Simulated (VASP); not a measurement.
Here is a VASP 6.6.1 calculation.

File INCAR:

```
PREC = Accurate
ENCUT = 600
EDIFF = 1E-6
ISMEAR = -1
SIGMA = 0.1
LREAL = F
LASPH = T
NELM = 60
ALGO = Normal
ISIF = 3
LWAVE = F
LCHARG = F
GGA = CA
IBRION = 2
NSW = 50
EDIFFG = -0.03
```

The input KPOINTS:

```
regular mesh
0
Gamma
  6 6 6
```

Contents of POSCAR:

```
Hg
1.0
    0.0000000000      3.1200000000      3.1200000000
    3.1200000000      0.0000000000      3.1200000000
    3.1200000000      3.1200000000      0.0000000000
Hg
2
Direct
    0.0000000000      0.0000000000      0.0000000000
    0.2500000000      0.2500000000      0.2500000000
```

Potentials or basis: VASP PAW LDA potentials, release 64 (Hg).

Command:

```bash
$ cat potpaw_LDA.64/Hg/POTCAR > POTCAR
$ mpirun -np 1 vasp_std > vasp.out
```

Q: Predict the relaxed volume.

A: 34.14 Å³/atom.

Q: What does it give for the band gap on the k mesh?

A: Zero (band 12 reaches 4.23 eV, above the bottom of band 13 at 0.33 eV).

Q: Predict the space group after relaxing (to 0.05 Å).

A: Fd-3m (No. 227).

Q: Estimate the relaxed cell.

A: a = 4.588 Å, b = 4.588 Å, c = 4.588 Å, α = 60.00°, β = 60.00°, γ = 60.00°.

Final structure:
```yaml
crystal:
  lattice:
    - [0.00000, 3.24399, 3.24399]
    - [3.24399, 0.00000, 3.24399]
    - [3.24399, 3.24399, 0.00000]
  atoms:
    - { symbol: Hg, position: [0.00000, 0.00000, 0.00000] }
    - { symbol: Hg, position: [0.25000, 0.25000, 0.25000] }
```

Caveat: spin-orbit coupling is left out, which moves the levels of the heavy elements.
